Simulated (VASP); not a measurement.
WSe2, 6 atoms in the cell. It takes space group P6_3/mmc (No. 194, hexagonal). The conventional cell has a = 3.284 Å, b = 3.284 Å, c = 14.666 Å, α = 90.00°, β = 90.00°, γ = 120.00°. W (site symmetry -6m2) has 6 Se at 2.52 Å and 6 W at 3.28 Å within 3.3 Å. Se (site symmetry 3m) has 3 W at 2.52 Å and 7 Se at 3.28 to 3.32 Å within 3.4 Å. 

| Quantity | Value |
| --- | --- |
| Program | VASP 6.6.1 |
| Task | relaxation of shape and atoms at fixed volume |
| Functional | PBE |
| Potentials or basis | VASP PAW PBE potentials, release 64 (W_sv, Se) |
| Cutoff | 600 eV |
| k mesh | 12 × 12 × 2 |
| Occupations | gaussian, width 0.02 eV |
| Spin | no spin polarisation |
| Dipole correction | no |
| Further INCAR settings | ALGO = Normal; EDIFF = 1e-06; IBRION = 2; EDIFFG = -0.01; NSW = 50; ISIF = 4 |

Potentials or basis: VASP PAW PBE potentials, release 64 (W_sv, Se).

Launch:

```sh
$ cat potpaw_PBE.64/W_sv/POTCAR potpaw_PBE.64/Se/POTCAR > POTCAR
$ mpirun -np 1 vasp_std > vasp.out
```

Hardware: 1 thread of AMD EPYC 7R13 Processor (Zen 3), with other jobs on the host.

Task: Estimate the wall time of this run.

Result: Run time: 15 min on 1 thread of AMD EPYC 7R13 Processor (Zen 3) (shared host), peak memory 0.38 GiB. Counts: scf iterations 62, k points 38, ion steps 8.
